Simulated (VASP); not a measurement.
Input of a VASP 6.6.1 run:

Contents of POSCAR:

```
Se
1.0
    1.9088227646      1.1020600626      0.8742606581
   -1.9088227646      1.1020600626      0.8742606581
    0.0000000000     -2.2041201253      0.8742606581
Se
1
Direct
    0.0000000000      0.0000000000      0.0000000000
```

INCAR.step1

```
ALGO = Normal ; EDIFF = 1E-4
ENCUT = 520 ; GGA = PE
ISMEAR = 1 ; LASPH = T
LCHARG = F ; LREAL = F
LWAVE = T ; NBANDS = 9
NELM = 60 ; PREC = Accurate
SIGMA = 0.1
```

INCAR.step2

```
ALGO = Normal ; EDIFF = 1E-7
ENCUT = 520 ; ISIF = 2
ISMEAR = 1 ; ISTART = 1
IVDW = 12 ; LASPH = T
LCHARG = F ; LMIXTAU = T
LREAL = F ; LWAVE = F
METAGGA = R2SCAN ; NBANDS = 9
NELM = 60 ; PREC = Accurate
SIGMA = 0.1 ; VDW_A1 = 0.49484001
VDW_A2 = 5.73083694 ; VDW_S6 = 1.0
VDW_S8 = 0.78981345
```

File KPOINTS:

```
k-points
0
Gamma
  13 13 13
```

Potentials or basis: VASP PAW PBE potentials, release 64 (Se).

The run is started by

```bash
$ cat potpaw_PBE.64/Se/POTCAR > POTCAR
$ cp INCAR.step1 INCAR
$ mpirun -np 1 vasp_std > vasp.out
$ cp INCAR.step2 INCAR
$ mpirun -np 1 vasp_std > vasp.out
```

(1) What does it give for the pressure?

(2) What does it give for the band gap on the k mesh?

(3) Predict the dispersion energy per atom.

Results:

(1) 172.9 GPa.

(2) zero (band 3 reaches 23.75 eV, above the bottom of band 4 at 7.66 eV).

(3) -0.377 eV.

Caveat: the PAW data sets were made with another functional, which shifts forces and pressure a little; pairwise dispersion overbinds metals, which lowers pressure and volume.
